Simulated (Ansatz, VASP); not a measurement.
MgF2 in VASP and in Ansatz

```
Mg F
1.0
     4.68211    0.00000    0.00000
     0.00000    4.68211    0.00000
     0.00000    0.00000    3.05559
Mg F
2 4
Direct
  0.00000 0.00000 0.00000
  0.50000 0.50000 0.50000
  0.30280 0.30280 0.00000
  0.19720 0.80280 0.50000
  0.69720 0.69720 0.00000
  0.80280 0.19720 0.50000
```

Change from the starting cell: volume scaled by 1.04.

Alike in both runs: task single point; functional LDA; k mesh 5 × 5 × 7; occupations fermi-dirac, width 0.02 eV; no spin polarisation.

|  | VASP | Ansatz |
| --- | --- | --- |
| version | VASP 6.6.1 | Ansatz 0.2.0 |
| potentials or method | VASP PAW LDA potentials, release 64 (Mg, F), cutoff 600 eV | all-electron LAPW, scalar-relativistic |

Ansatz gave:

| Item | Value |
| --- | --- |
| gap on the k mesh at the Fermi level (eV) | 6.61 |
| pressure (GPa) | -6.6 |
| traceless stress, the component that is largest in VASP (GPa) | 0.40 |
| rms of the force components (eV/Å) | 0.046 |

Q: Estimate VASP's values.

A: gap on the k mesh at the Fermi level (eV): 6.59; pressure (GPa): -8.6; traceless stress, the component that is largest in VASP (GPa): 0.54; rms of the force components (eV/Å): 0.040.

LDA's correlation is that of Perdew and Zunger in VASP and of Perdew and Wang (1992) in Ansatz. Atom by atom the forces differ by 0.006 eV/Å (rms over components). Ansatz ran all-electron here, and VASP with PAW potentials.
